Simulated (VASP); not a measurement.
Set up this calculation in VASP 6.6.1, as the native input.

```
Task                   : single point
Functional             : PBE
Potentials or basis    : VASP PAW PBE potentials, release 64 (Ta_pv)
Cutoff                 : 520 eV
k mesh                 : 17 × 17 × 5
Occupations            : gaussian, width 0.15 eV
Spin                   : no spin polarisation
Dipole correction      : no
Further INCAR settings : ALGO = Fast; EDIFF = 1e-07; NBANDS = 30; ISYM = 0
```

The structure of Ta lies in POSCAR:

```
Ta
1.0
   -1.6512800000      1.6512800000     -1.6512800000
   -1.6512800000     -1.6512800000      1.6512800000
   -1.6512800000      6.6051200000      6.6051200000
Ta
4
Direct
   -0.4375000000     -0.4375000000      0.8750000000
    0.4375000000      0.4375000000      0.1250000000
   -0.1875000000     -0.1875000000      0.3750000000
    0.1875000000      0.1875000000      0.6250000000
```

This cell differs from its parent crystal: the part above a cut slid along it.

The input as run:

INCAR

```
PREC = Accurate
ENCUT = 520
EDIFF = 1E-7
ISMEAR = 0
SIGMA = 0.15
LREAL = F
LASPH = T
NELM = 100
ALGO = Fast
ISIF = 2
LWAVE = F
LCHARG = F
GGA = PE
NBANDS = 30
ISYM = 0
```

KPOINTS

```
regular mesh
0
Gamma
  17 17 5
```

Potentials or basis: VASP PAW PBE potentials, release 64 (Ta_pv).

Launch:

```console
$ cat potpaw_PBE.64/Ta_pv/POTCAR > POTCAR
$ mpirun -np 1 vasp_std > vasp.out
```

Results of the run:

The pressure is 9.0 GPa. The largest force is 4.774 eV/Å and the band gap on the k mesh is zero (bands 22 and 23 overlap by 0.91 eV).

Caveat: the cell differs from its parent crystal (the part above a cut slid along it); the stress differs along the axes, from -0 to 13 GPa; spin-orbit coupling is left out, which moves the levels of the heavy elements; forces of over 1 eV/Å act on the atoms, so gaps and moduli don't describe the material at rest.

It took 22 min on 1 thread of Oxide Virtual Turin-like Processor, on a shared host, peak memory 1 GiB.
